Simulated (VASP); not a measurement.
# KI (P4/mmm) in VASP: single point with PBE

Aim: the single point of KI with PBE.

Program: VASP 6.6.1. These are calculated values, not measurements. Logs are shortened: lines on timing, memory, paths and dates and some standing lists are left out, and cuts for length are marked.

## (1) The cell of the first run

Symmetry: P4/mmm, No. 123, tetragonal system. Conventional cell: a = 4.350 Å, b = 4.350 Å, c = 4.176 Å, α = 90.00°, β = 90.00°, γ = 90.00°. K (site symmetry 4/mmm) has 8 I at 3.72 Å and 6 K at 4.18 to 4.35 Å within 4.9 Å. Within 4.9 Å of I (site symmetry 4/mmm) lie 8 K at 3.72 Å and 6 I at 4.18 to 4.35 Å.

## (2) Single point, PBE

Input file INCAR:

```
PREC = Accurate
ENCUT = 520
EDIFF = 1E-7
ISMEAR = 0
SIGMA = 0.05
LREAL = F
LASPH = T
NELM = 80
ALGO = Normal
ISIF = 2
LWAVE = F
LCHARG = F
GGA = PE
NBANDS = 15
```

Input file KPOINTS:

```
Automatic mesh
0
Gamma
  6 6 6
```

Input file POSCAR:

```
KI
1.0
    4.3499874815      0.0000000000      0.0000000000
    0.0000000000      4.3499874815      0.0000000000
    0.0000000000      0.0000000000      4.1759879822
K I
1 1
Direct
    0.0000000000      0.0000000000      0.0000000000
    0.5000000000      0.5000000000      0.5000000000
```

Potentials or basis: VASP PAW PBE potentials, release 64 (K_sv, I).

The run is started by

```console
cat potpaw_PBE.64/K_sv/POTCAR potpaw_PBE.64/I/POTCAR > POTCAR
mpirun -np 1 vasp_std > vasp.out
```

OUTCAR:

```text
PREC = Accurate
   ENCUT = 520
   EDIFF = 1E-7
   ISMEAR = 0
   LREAL = F
   LASPH = T
   NELM = 80
   ISIF = 2
   GGA = PE

 ion  position               nearest neighbor table
   1  0.000  0.000  0.000-
   2  0.500  0.500  0.500-

  LATTYP: Found a simple tetragonal cell.
 ALAT       =     4.3499874815
 C/A-ratio  =     0.9600000000

  Lattice vectors:

 A1 = (   4.3499874815,   0.0000000000,   0.0000000000)
 A2 = (   0.0000000000,   4.3499874815,   0.0000000000)
 A3 = (   0.0000000000,   0.0000000000,   4.1759879822)

Analysis of symmetry for initial positions (statically):
=====================================================================
 Subroutine PRICEL returns:
 Original cell was already a primitive cell.

 Routine SETGRP: Setting up the symmetry group for a
 simple tetragonal supercell.

 Subroutine GETGRP returns: Found 16 space group operations
 (whereof 16 operations were pure point group operations)
 out of a pool of 16 trial point group operations.

The static configuration has the point symmetry D_4h.

Analysis of symmetry for dynamics (positions and initial velocities):
=====================================================================
 Subroutine PRICEL returns:
 Original cell was already a primitive cell.

 Routine SETGRP: Setting up the symmetry group for a
 simple tetragonal supercell.

 Subroutine GETGRP returns: Found 16 space group operations
 (whereof 16 operations were pure point group operations)
 out of a pool of 16 trial point group operations.

The dynamic configuration has the point symmetry D_4h.

 Subroutine INISYM returns: Found 16 space group operations
 (whereof 16 operations are pure point group operations),
 and found     1 'primitive' translations

----------------------------------------------------------------------------------------

                                     Primitive cell

  volume of cell :      79.0197

  direct lattice vectors                    reciprocal lattice vectors
     4.349987482  0.000000000  0.000000000     0.229885719  0.000000000  0.000000000
     0.000000000  4.349987482  0.000000000     0.000000000  0.229885719  0.000000000
     0.000000000  0.000000000  4.175987982     0.000000000  0.000000000  0.239464291

  length of vectors
     4.349987482  4.349987482  4.175987982     0.229885719  0.229885719  0.239464291

  position of ions in fractional coordinates (direct lattice)
     0.000000000  0.000000000  0.000000000
     0.500000000  0.500000000  0.500000000

  ion indices of the primitive-cell ions
   primitive index   ion index
                 1           1
                 2           2

----------------------------------------------------------------------------------------

 KPOINTS: Automatic mesh

Automatic generation of k-mesh.
 Grid dimensions read from file:
 generate k-points for:    6    6    6

 Generating k-lattice:

  Cartesian coordinates                     Fractional coordinates (reciprocal lattice)
     0.038314287  0.000000000  0.000000000     0.166666667  0.000000000  0.000000000
     0.000000000  0.038314287  0.000000000     0.000000000  0.166666667  0.000000000
     0.000000000  0.000000000  0.039910715     0.000000000  0.000000000  0.166666667

  Length of vectors
     0.038314287  0.038314287  0.039910715

  Shift w.r.t. Gamma in fractional coordinates (k-lattice)
     0.000000000  0.000000000  0.000000000

 Subroutine IBZKPT returns following result:
 ===========================================

 Found     40 irreducible k-points:

 Following reciprocal coordinates:
            Coordinates               Weight
  0.000000  0.000000  0.000000      1.000000
  0.166667  0.000000  0.000000      4.000000
  0.333333  0.000000  0.000000      4.000000
  0.500000  0.000000  0.000000      2.000000
  0.166667  0.166667  0.000000      4.000000
  0.333333  0.166667  0.000000      8.000000
[... 16 lines left out ...]
  0.333333  0.000000  0.333333      8.000000
  0.500000  0.000000  0.333333      4.000000
 [... further k-points ...]
   k-points           NKPTS =     40   k-points in BZ     NKDIM =     40   number of bands    NBANDS=     15
   number of dos      NEDOS =    301   number of ions     NIONS =      2
   total plane-waves  NPLWV =  32768
   dimension x,y,z NGX =    32 NGY =   32 NGZ =   32
   dimension x,y,z NGXF=    64 NGYF=   64 NGZF=   64
   ions per type =               1   1
   NGX,Y,Z   is equivalent  to a cutoff of  12.23, 12.23, 12.74 a.u.
   NGXF,Y,Z  is equivalent  to a cutoff of  24.46, 24.46, 25.48 a.u.
 SYSTEM =  unknown system
   PREC   = accura    normal or accurate (medium, high low for compatibility)
   ISTART =      0    job   : 0-new  1-cont  2-samecut
   ICHARG =      2    charge: 1-file 2-atom 10-const
   ISPIN  =      1    spin polarized calculation?
   LNONCOLLINEAR =      F non collinear calculations
   LSORBIT =      F    spin-orbit coupling
   LASPH  =      T    aspherical Exc in radial PAW
   ENCUT  =  520.0 eV  38.22 Ry    6.18 a.u.   8.09  8.09  7.76*2*pi/ulx,y,z
   NELM   =     80;   NELMIN=  2; NELMDL= -5     # of ELM steps
   EDIFF  = 0.1E-06   stopping-criterion for ELM
   LREAL  =      F    real-space projection
   EDIFFG = 0.1E-05   stopping-criterion for IOM
   NSW    =      0    number of steps for IOM
   IBRION =     -1    ionic relax: 0-MD 1-quasi-New 2-CG
   NFREE  =      0    steps in history (QN), initial steepest desc. (CG)
   ISIF   =      2    stress and relaxation
   ISYM   =      2    0-nonsym 1-usesym 2-fastsym
   POTIM  = 0.5000    time-step for ionic-motion
   TEBEG  =    0.0;   TEEND  =   0.0 temperature during run
   PSTRESS=    0.0 pullay stress
   NELECT =      16.0000    total number of electrons
   NUPDOWN=      -1.0000    fix difference up-down
   EMIN   =  10.00;   EMAX   =-10.00  energy-range for DOS
   EFERMI =   0.00;   METHOD = LEGACY
   ISMEAR =     0;   SIGMA  =   0.05  broadening in eV -4-tet -1-fermi 0-gaus
   EFERMI_NEDOS =   21; number of points for ismear=-14 and -15
   IALGO  =     38    algorithm
   IMIX   =      4    mixing-type and parameters
     AMIX     =   0.40;   BMIX     =  1.00
     AMIX_MAG =   1.60;   BMIX_MAG =  1.00
  volume/ion in A,a.u.               =      39.51       266.63
  Fermi-wavevector in a.u.,A,eV,Ry     =   0.961324  1.816639 12.573738  0.924144
  Thomas-Fermi vector in A             =   2.090686
   LORBIT       =      0    0 simple, 1 ext, 2 COOP (PROOUT), +10 PAW based schemes
   GGA     = PE    functional components
   LHFCALC =     F    Hartree Fock is set to
   AEXX    =    0.0000 exact exchange contribution
   IVDW    =     0    specifies the selected vdW correction
   LEPSILON=     F    determine dielectric tensor
   LRPA    =     F    only Hartree local field effects (RPA)
 non-spin polarized calculation
 Gauss-broadening in eV      SIGMA  =   0.05
  energy-cutoff  :      520.00
  volume of cell :       79.02
 maximum number of plane-waves:      2184
   NGX = 17   NGY = 17   NGZ = 15

 number of electron      16.0000001 magnetization

 Free energy of the ion-electron system (eV)
  ---------------------------------------------------
  ext. energy  EPLUGINS =         0.00000000
  ---------------------------------------------------
  free energy    TOTEN  =        -5.41253668 eV

  energy without entropy =       -5.41253668  energy(sigma->0) =       -5.41253668

 E-fermi :   1.3612     XC(G=0):  -7.7091

 val. band max:        1.0384204380   @ k =   0.5000   0.5000   0.0000
 cond. band min:       4.1931281842   @ k =   0.0000   0.0000   0.0000
 fundamental gap:      3.1547077462
 Fermi energy:         1.3612179308

 k-point     1 :       0.0000    0.0000    0.0000
  band No.  band energies     occupation
      1     -28.5030      2.00000
      2     -11.9556      2.00000
      3     -11.9556      2.00000
      4     -11.9549      2.00000
      5     -10.2753      2.00000
      6       0.4322      2.00000
      7       0.4322      2.00000
      8       0.7203      2.00000
      9       4.1931      0.00000
     10       5.5607      0.00000
     11       5.7570      0.00000
     12       9.0865      0.00000
     13       9.3652      0.00000
     14       9.3652      0.00000
     15      11.1453      0.00000

 k-point     2 :       0.1667    0.0000    0.0000
  band No.  band energies     occupation
      1     -28.5020      2.00000
      2     -11.9970      2.00000
      3     -11.9529      2.00000
      4     -11.9525      2.00000
      5     -10.2030      2.00000
      6      -0.1742      2.00000
      7       0.4449      2.00000
      8       0.7361      2.00000
      9       4.7847      0.00000
     10       5.9054      0.00000
     11       6.2150      0.00000
     12       9.0306      0.00000
     13       9.3038      0.00000
     14       9.4667      0.00000
     15      10.3179      0.00000

 k-point     3 :       0.3333    0.0000    0.0000
  band No.  band energies     occupation
      1     -28.5001      2.00000
      2     -12.0737      2.00000
      3     -11.9478      2.00000
      4     -11.9475      2.00000
      5     -10.0600      2.00000
      6      -1.0450      2.00000
      7       0.4700      2.00000
      8       0.7677      2.00000
      9       5.7324      0.00000
     10       6.4703      0.00000
     11       7.4713      0.00000
     12       8.8943      0.00000
     13       9.0717      0.00000
     14       9.3331      0.00000
     15       9.7040      0.00000
[... 343 lines left out ...]
 k-point    23 :       0.3333    0.0000    0.3333
  band No.  band energies     occupation
      1     -28.4953      2.00000
      2     -12.0548      2.00000
      3     -12.0156      2.00000
      4     -11.9384      2.00000
      5      -9.9512      2.00000
      6      -0.7568      2.00000
      7      -0.5575      2.00000
      8       0.6739      2.00000
      9       5.7206      0.00000
     10       6.4222      0.00000
     11       7.8766      0.00000
     12       8.4645      0.00000
     13       8.5445      0.00000
     14       8.8457      0.00000
     15      10.3034      0.00000

 k-point    24 :       0.5000    0.0000    0.3333
  band No.  band energies     occupation
      1     -28.4944      2.00000
      2     -12.0455      2.00000
      3     -12.0349      2.00000
      4     -11.9363      2.00000
      5      -9.9262      2.00000
      6      -0.9390      2.00000
      7      -0.5487      2.00000
      8       0.7291      2.00000
      9       5.3640      0.00000
     10       6.5361      0.00000
     11       7.7750      0.00000
     12       8.0042      0.00000
     13       8.6515      0.00000
     14       9.7127      0.00000
     15      10.2601      0.00000

 [... further k-points ...]

------------------------ aborting loop because EDIFF is reached ----------------------------------------

  FORCE on cell =-STRESS in cart. coord.  units (eV):
  Direction    XX          YY          ZZ          XY          YZ          ZX
  --------------------------------------------------------------------------------------
  -------------------------------------------------------------------------------------
  Total        0.0469749      0.0469749      0.6670144      0.0000000      0.0000000      0.0000000
  in kB        0.9524478      0.9524478     13.5241668      0.0000000      0.0000000      0.0000000
  external PRESSURE =       5.1430208 kB  Pullay stress =       0.0000000 kB

 VOLUME and BASIS-vectors are now :
 -----------------------------------------------------------------------------
  energy-cutoff  :      520.00
  volume of cell :       79.02
      direct lattice vectors                 reciprocal lattice vectors
     4.349987482  0.000000000  0.000000000     0.229885719  0.000000000  0.000000000
     0.000000000  4.349987482  0.000000000     0.000000000  0.229885719  0.000000000
     0.000000000  0.000000000  4.175987982     0.000000000  0.000000000  0.239464291

 POSITION                                       TOTAL-FORCE (eV/Angst)
 -----------------------------------------------------------------------------------
      0.00000      0.00000      0.00000         0.000000      0.000000      0.000000
      2.17499      2.17499      2.08799         0.000000      0.000000      0.000000
 -----------------------------------------------------------------------------------
    total drift:                                0.000000     -0.000000     -0.000000

  FREE ENERGIE OF THE ION-ELECTRON SYSTEM (eV)
  ---------------------------------------------------
  free  energy   TOTEN  =        -5.4125366787 eV

  energy  without entropy=       -5.4125366787  energy(sigma->0) =       -5.41253668
```

Wall time 44 s (1 thread of Intel Xeon 8259CL, shared host); peak memory 0.2 GiB.

What came out:

```yaml
Free_energy: -5.4125 eV
Pressure: 0.5 GPa
Band_gap_on_the_k_mesh: 3.15 eV (least direct gap 3.47 eV)
```

Levels at points of the mesh, in eV from the valence-band top:
```csv
k point,band 6,band 7,band 8,band 9,band 10,band 11
"(0.00, 0.00, 0.00)",-0.61,-0.61,-0.32,3.15,4.52,4.72
"(0.50, 0.00, 0.00)",-2.44,-0.56,-0.25,5.33,5.97,6.87
"(0.50, 0.50, 0.00)",-1.87,-1.87,0.00,3.69,5.73,6.87
"(0.00, 0.00, 0.50)",-2.46,-0.49,-0.49,5.30,6.06,6.88
"(0.50, 0.00, 0.50)",-1.93,-1.80,-0.22,3.80,5.44,6.49
"(0.50, 0.50, 0.50)",-1.88,-1.77,-1.77,5.45,5.45,5.53
```

Caveat: spin-orbit coupling is left out, which moves the levels of the heavy elements.
